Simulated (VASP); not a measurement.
# Rb (Im-3m) in VASP: notebook

Aim: see how the results for Rb move with the level of theory and the settings. Levels: PBEsol, LDA. Tasks: single point.

Everything below comes from runs of VASP 6.6.1. Logs are shortened: lines on timing, memory, paths and dates and some standing lists are left out, and cuts for length are marked.

## 1. The cell of the first run

The structure is cubic, space group Im-3m (No. 229). Conventional cell: a = 5.567 Å, b = 5.567 Å, c = 5.567 Å, α = 90.00°, β = 90.00°, γ = 90.00°.

## 2. Single point, PBEsol (volume scaled by 0.98)

Input file INCAR:

```
PREC = Accurate
ENCUT = 520
EDIFF = 1E-6
ISMEAR = -1
SIGMA = 0.05
LREAL = False
LASPH = True
NELM = 60
ALGO = Fast
ISIF = 2
LWAVE = False
LCHARG = False
GGA = PS
NBANDS = 10
```

Input file KPOINTS:

```
regular mesh
0
Gamma
  7 7 7
```

Input file POSCAR:

```
Rb
1.0
   -2.7836907084      2.7836907084      2.7836907084
    2.7836907084     -2.7836907084      2.7836907084
    2.7836907084      2.7836907084     -2.7836907084
Rb
1
Direct
    0.0000000000      0.0000000000      0.0000000000
```

Potentials or basis: VASP PAW PBE potentials, release 64 (Rb_sv).

On the command line:

```
> cat potpaw_PBE.64/Rb_sv/POTCAR > POTCAR
> mpirun -np 1 vasp_std > vasp.out
```

OUTCAR:

```text
PREC = Accurate
   ENCUT = 520
   EDIFF = 1E-6
   ISMEAR = -1
   LREAL = False
   LASPH = True
   NELM = 60
   ISIF = 2
   GGA = PS

 ion  position               nearest neighbor table
   1  0.000  0.000  0.000-

  LATTYP: Found a body centered cubic cell.
 ALAT       =     5.5673814168

  Lattice vectors:

 A1 = (  -2.7836907084,   2.7836907084,   2.7836907084)
 A2 = (   2.7836907084,  -2.7836907084,   2.7836907084)
 A3 = (   2.7836907084,   2.7836907084,  -2.7836907084)

Analysis of symmetry for initial positions (statically):
=====================================================================
 Subroutine PRICEL returns:
 Original cell was already a primitive cell.

 Routine SETGRP: Setting up the symmetry group for a
 body centered cubic supercell.

 Subroutine GETGRP returns: Found 48 space group operations
 (whereof 48 operations were pure point group operations)
 out of a pool of 48 trial point group operations.

The static configuration has the point symmetry O_h .

Analysis of symmetry for dynamics (positions and initial velocities):
=====================================================================
 Subroutine PRICEL returns:
 Original cell was already a primitive cell.

 Routine SETGRP: Setting up the symmetry group for a
 body centered cubic supercell.

 Subroutine GETGRP returns: Found 48 space group operations
 (whereof 48 operations were pure point group operations)
 out of a pool of 48 trial point group operations.

The dynamic configuration has the point symmetry O_h .

 Subroutine INISYM returns: Found 48 space group operations
 (whereof 48 operations are pure point group operations),
 and found     1 'primitive' translations

----------------------------------------------------------------------------------------

                                     Primitive cell

  volume of cell :      86.2825

  direct lattice vectors                    reciprocal lattice vectors
    -2.783690708  2.783690708  2.783690708     0.000000000  0.179617656  0.179617656
     2.783690708 -2.783690708  2.783690708     0.179617656  0.000000000  0.179617656
     2.783690708  2.783690708 -2.783690708     0.179617656  0.179617656  0.000000000

  length of vectors
     4.821493740  4.821493740  4.821493740     0.254017725  0.254017725  0.254017725

  position of ions in fractional coordinates (direct lattice)
     0.000000000  0.000000000  0.000000000

  ion indices of the primitive-cell ions
   primitive index   ion index
                 1           1

----------------------------------------------------------------------------------------

 KPOINTS: regular mesh

Automatic generation of k-mesh.
 Grid dimensions read from file:
 generate k-points for:    7    7    7

 Generating k-lattice:

  Cartesian coordinates                     Fractional coordinates (reciprocal lattice)
     0.000000000  0.025659665  0.025659665     0.142857143  0.000000000  0.000000000
     0.025659665  0.000000000  0.025659665     0.000000000  0.142857143  0.000000000
     0.025659665  0.025659665  0.000000000     0.000000000  0.000000000  0.142857143

  Length of vectors
     0.036288246  0.036288246  0.036288246

  Shift w.r.t. Gamma in fractional coordinates (k-lattice)
     0.000000000  0.000000000  0.000000000

 Subroutine IBZKPT returns following result:
 ===========================================

 Found     20 irreducible k-points:

 Following reciprocal coordinates:
            Coordinates               Weight
  0.000000  0.000000  0.000000      1.000000
  0.142857  0.000000  0.000000     12.000000
  0.285714  0.000000  0.000000     12.000000
  0.428571  0.000000  0.000000     12.000000
  0.142857  0.142857  0.000000     24.000000
  0.285714  0.142857 -0.000000     48.000000
[... 12 lines left out ...]
 -0.428571 -0.428571  0.285714      8.000000
 -0.428571  0.428571  0.428571      6.000000
   k-points           NKPTS =     20   k-points in BZ     NKDIM =     20   number of bands    NBANDS=     10
   number of dos      NEDOS =    301   number of ions     NIONS =      1
   total plane-waves  NPLWV =  46656
   dimension x,y,z NGX =    36 NGY =   36 NGZ =   36
   dimension x,y,z NGXF=    72 NGYF=   72 NGZF=   72
   ions per type =               1
   NGX,Y,Z   is equivalent  to a cutoff of  12.41, 12.41, 12.41 a.u.
   NGXF,Y,Z  is equivalent  to a cutoff of  24.83, 24.83, 24.83 a.u.
 SYSTEM =  unknown system
   PREC   = accura    normal or accurate (medium, high low for compatibility)
   ISTART =      0    job   : 0-new  1-cont  2-samecut
   ICHARG =      2    charge: 1-file 2-atom 10-const
   ISPIN  =      1    spin polarized calculation?
   LNONCOLLINEAR =      F non collinear calculations
   LSORBIT =      F    spin-orbit coupling
   LASPH  =      T    aspherical Exc in radial PAW
   ENCUT  =  520.0 eV  38.22 Ry    6.18 a.u.   8.96  8.96  8.96*2*pi/ulx,y,z
   NELM   =     60;   NELMIN=  2; NELMDL= -5     # of ELM steps
   EDIFF  = 0.1E-05   stopping-criterion for ELM
   LREAL  =      F    real-space projection
   EDIFFG = 0.1E-04   stopping-criterion for IOM
   NSW    =      0    number of steps for IOM
   IBRION =     -1    ionic relax: 0-MD 1-quasi-New 2-CG
   NFREE  =      0    steps in history (QN), initial steepest desc. (CG)
   ISIF   =      2    stress and relaxation
   ISYM   =      2    0-nonsym 1-usesym 2-fastsym
   POTIM  = 0.5000    time-step for ionic-motion
   TEBEG  =    0.0;   TEEND  =   0.0 temperature during run
   PSTRESS=    0.0 pullay stress
   NELECT =       9.0000    total number of electrons
   NUPDOWN=      -1.0000    fix difference up-down
   EMIN   =  10.00;   EMAX   =-10.00  energy-range for DOS
   EFERMI =   0.00;   METHOD = LEGACY
   ISMEAR =    -1;   SIGMA  =   0.05  broadening in eV -4-tet -1-fermi 0-gaus
   EFERMI_NEDOS =   21; number of points for ismear=-14 and -15
   IALGO  =     68    algorithm
   IMIX   =      4    mixing-type and parameters
     AMIX     =   0.40;   BMIX     =  1.00
     AMIX_MAG =   1.60;   BMIX_MAG =  1.00
  volume/ion in A,a.u.               =      86.28       582.26
  Fermi-wavevector in a.u.,A,eV,Ry     =   0.770634  1.456287  8.080179  0.593876
  Thomas-Fermi vector in A             =   1.871880
   LORBIT       =      0    0 simple, 1 ext, 2 COOP (PROOUT), +10 PAW based schemes
   GGA     = PS    functional components
   LHFCALC =     F    Hartree Fock is set to
   AEXX    =    0.0000 exact exchange contribution
   IVDW    =     0    specifies the selected vdW correction
   LEPSILON=     F    determine dielectric tensor
   LRPA    =     F    only Hartree local field effects (RPA)
 non-spin polarized calculation
 RMM-DIIS sequential band-by-band and
  energy-cutoff  :      520.00
  volume of cell :       86.28
 maximum number of plane-waves:      2345
   NGX = 17   NGY = 17   NGZ = 17

 number of electron       9.0000000 magnetization

 Free energy of the ion-electron system (eV)
  ---------------------------------------------------
  ext. energy  EPLUGINS =         0.00000000
  ---------------------------------------------------
  free energy    TOTEN  =        -1.03072818 eV

  energy without entropy =       -1.02290178  energy(sigma->0) =       -1.02681498

 E-fermi :   0.0561     XC(G=0):  -5.6550

 val. band max:        0.0085920738   @ k =  -0.2857   0.4286   0.1429
 cond. band min:       0.1644996324   @ k =  -0.4286   0.4286   0.1429
 fundamental gap:      0.1559075586
 Fermi energy:         0.0560974689

 k-point     1 :       0.0000    0.0000    0.0000
  band No.  band energies     occupation
      1     -28.7636      2.00000
      2     -12.8047      2.00000
      3     -12.8047      2.00000
      4     -12.8047      2.00000
      5      -1.9821      2.00000
      6       3.7942      0.00000
      7       3.7942      0.00000
      8       3.7942      0.00000
      9       4.7778      0.00000
     10       4.7778      0.00000

 k-point     2 :       0.1429    0.0000    0.0000
  band No.  band energies     occupation
      1     -28.7626      2.00000
      2     -12.8271      2.00000
      3     -12.8120      2.00000
      4     -12.8047      2.00000
      5      -1.7313      2.00000
      6       3.3581      0.00000
      7       3.4843      0.00000
      8       4.0303      0.00000
      9       4.5000      0.00000
     10       4.7031      0.00000

 k-point     3 :       0.2857    0.0000    0.0000
  band No.  band energies     occupation
      1     -28.7603      2.00000
      2     -12.8765      2.00000
      3     -12.8282      2.00000
      4     -12.8047      2.00000
      5      -1.0300      2.00000
      6       2.2830      0.00000
      7       2.9927      0.00000
      8       4.6304      0.00000
      9       4.7157      0.00000
     10       4.7277      0.00000

 k-point     4 :       0.4286    0.0000    0.0000
  band No.  band energies     occupation
      1     -28.7584      2.00000
      2     -12.9151      2.00000
      3     -12.8412      2.00000
      4     -12.8048      2.00000
      5      -0.0513      1.79095
      6       1.2240      0.00000
      7       2.6977      0.00000
      8       4.5038      0.00000
      9       5.0808      0.00000
     10       5.7905      0.00000
[... 170 lines left out ...]
 k-point    18 :      -0.4286    0.4286    0.2857
  band No.  band energies     occupation
      1     -28.7558      2.00000
      2     -12.8962      2.00000
      3     -12.8682      2.00000
      4     -12.8563      2.00000
      5       0.6732      0.00001
      6       1.4864      0.00000
      7       2.8311      0.00000
      8       3.1333      0.00000
      9       4.0623      0.00000
     10       5.7636      0.00000

 k-point    19 :      -0.4286   -0.4286    0.2857
  band No.  band energies     occupation
      1     -28.7550      2.00000
      2     -12.8890      2.00000
      3     -12.8890      2.00000
      4     -12.8598      2.00000
      5       1.2455      0.00000
      6       1.2455      0.00000
      7       2.3259      0.00000
      8       3.7722      0.00000
      9       3.7722      0.00000
     10       5.5092      0.00000

 k-point    20 :      -0.4286    0.4286    0.4286
  band No.  band energies     occupation
      1     -28.7543      2.00000
      2     -12.8868      2.00000
      3     -12.8830      2.00000
      4     -12.8830      2.00000
      5       1.1392      0.00000
      6       1.3849      0.00000
      7       3.2516      0.00000
      8       3.3714      0.00000
      9       3.3714      0.00000
     10       5.7611      0.00000

------------------------ aborting loop because EDIFF is reached ----------------------------------------

  FORCE on cell =-STRESS in cart. coord.  units (eV):
  Direction    XX          YY          ZZ          XY          YZ          ZX
  --------------------------------------------------------------------------------------
  -------------------------------------------------------------------------------------
  Total       -0.0028703     -0.0028703     -0.0028703      0.0000000      0.0000000      0.0000000
  in kB       -0.0532988     -0.0532988     -0.0532988      0.0000000      0.0000000      0.0000000
  external PRESSURE =      -0.0532988 kB  Pullay stress =       0.0000000 kB

 VOLUME and BASIS-vectors are now :
 -----------------------------------------------------------------------------
  energy-cutoff  :      520.00
  volume of cell :       86.28
      direct lattice vectors                 reciprocal lattice vectors
    -2.783690708  2.783690708  2.783690708     0.000000000  0.179617656  0.179617656
     2.783690708 -2.783690708  2.783690708     0.179617656  0.000000000  0.179617656
     2.783690708  2.783690708 -2.783690708     0.179617656  0.179617656  0.000000000

 POSITION                                       TOTAL-FORCE (eV/Angst)
 -----------------------------------------------------------------------------------
      0.00000      0.00000      0.00000         0.000000      0.000000      0.000000
 -----------------------------------------------------------------------------------
    total drift:                               -0.000000      0.000000      0.000000

  FREE ENERGIE OF THE ION-ELECTRON SYSTEM (eV)
  ---------------------------------------------------
  free  energy   TOTEN  =        -1.0307281766 eV

  energy  without entropy=       -1.0229017816  energy(sigma->0) =       -1.02681498
```

It took 5.8 s on 1 thread of Intel Xeon 6975P-C (Granite Rapids), shared host; peak memory 0.19 GiB.

What came out:

| Item | Value |
| --- | --- |
| Free energy | -1.0307 eV |
| Pressure | 0.0 GPa |

Levels at points of the mesh, in eV from the Fermi level:
```csv
k point,band 2,band 3,band 4,band 5,band 6,band 7,band 8,band 9
"(0.00, 0.00, 0.00)",-12.86,-12.86,-12.86,-2.04,3.74,3.74,3.74,4.72
```

Caveat: the cell differs from its parent crystal (volume scaled by 0.98); the PAW data sets were made with another functional, which shifts forces and pressure a little.

## 3. Single point, PBEsol (volume scaled by 1.06)

Input file INCAR:

```
  ALGO = Normal
  EDIFF = 1E-6
  ENCUT = 520
  GGA = PS
  ISIF = 2
  ISMEAR = -1
  LASPH = True
  LCHARG = False
  LREAL = False
  LWAVE = False
  NBANDS = 10
  NELM = 60
  PREC = Accurate
  SIGMA = 0.05
```

Input file KPOINTS:

```
k-points
0
Gamma
  7 7 7
```

Input file POSCAR:

```
Rb
1.0
   -2.8574649348      2.8574649348      2.8574649348
    2.8574649348     -2.8574649348      2.8574649348
    2.8574649348      2.8574649348     -2.8574649348
Rb
1
Direct
    0.0000000000      0.0000000000      0.0000000000
```

Potentials or basis: VASP PAW PBE potentials, release 64 (Rb_sv).

On the command line:

```
> cat potpaw_PBE.64/Rb_sv/POTCAR > POTCAR
> mpirun -np 1 vasp_std > vasp.out
```

Run time: 6.5 s. Hardware: 1 thread of Intel Xeon 6975P-C (Granite Rapids), shared host; peak memory 0.22 GiB.

Results (log left out):

| Quantity | Value |
| --- | --- |
| Free energy | -1.0259 eV |
| Pressure | -0.2 GPa |

Levels at points of the mesh, in eV from the Fermi level:
```tsv
k point	band 3	band 4	band 5	band 6	band 7	band 8
(0.00, 0.00, 0.00)	-12.91	-12.91	-1.93	3.67	3.67	3.67
```

Caveat: the cell differs from its parent crystal (volume scaled by 1.06); the PAW data sets were made with another functional, which shifts forces and pressure a little.

## 4. Single point, LDA

This run uses another cell than the first one, of 88.04 Å³/atom, 1.020 times its volume.

Input file INCAR:

```
SYSTEM = Rb
  PREC = Accurate
  ENCUT = 520
  EDIFF = 1E-7
  ISMEAR = -1
  SIGMA = 0.05
  LREAL = .FALSE.
  LASPH = .TRUE.
  NELM = 80
  ALGO = Normal
  ISIF = 2
  LWAVE = .FALSE.
  LCHARG = .FALSE.
  GGA = CA
  NBANDS = 10
```

Input file KPOINTS:

```
Automatic mesh
0
G
  7 7 7
  0 0 0
```

Input file POSCAR:

```
Rb
1.0
   -2.8025000000      2.8025000000      2.8025000000
    2.8025000000     -2.8025000000      2.8025000000
    2.8025000000      2.8025000000     -2.8025000000
Rb
1
Direct
    0.0000000000      0.0000000000      0.0000000000
```

Potentials or basis: VASP PAW LDA potentials, release 64 (Rb_sv).

On the command line:

```
> cat potpaw_LDA.64/Rb_sv/POTCAR > POTCAR
> mpirun -np 1 vasp_std > vasp.out
```

It took 9 s on 1 thread of Intel Xeon 6975P-C (Granite Rapids), shared host; peak memory 0.17 GiB.

It converged, with:

| Property | Result |
| --- | --- |
| Free energy | -1.0532 eV |
| Pressure | -0.4 GPa |

Levels at points of the mesh, in eV from the Fermi level:
```
           k point  band 2  band 3  band 4  band 5  band 6  band 7  band 8  band 9
(0.00, 0.00, 0.00)  -12.87  -12.87  -12.87   -2.02    3.62    3.62    3.62    4.61
```

## 5. Overview

```csv
level,potentials or basis,cell,gap on the mesh (eV),pressure (GPa)
PBEsol,"VASP PAW PBE potentials, release 64 (Rb_sv)","a = 4.821 Å, angles 109.5°, 1 atom",none,0.0
PBEsol,"VASP PAW PBE potentials, release 64 (Rb_sv)","a = 4.949 Å, angles 109.5°, 1 atom",none,-0.2
LDA,"VASP PAW LDA potentials, release 64 (Rb_sv)","a = 4.854 Å, angles 109.5°, 1 atom",none,-0.4
```

Alike in all rows: task single point; no spin polarisation; k mesh 7 × 7 × 7; cutoff (eV) 520; smearing fermi-dirac 0.05 eV.

Caveats: the PAW data sets were made with another functional, which shifts forces and pressure a little (some runs).

Absolute energies hang on the potentials; compare differences alone.
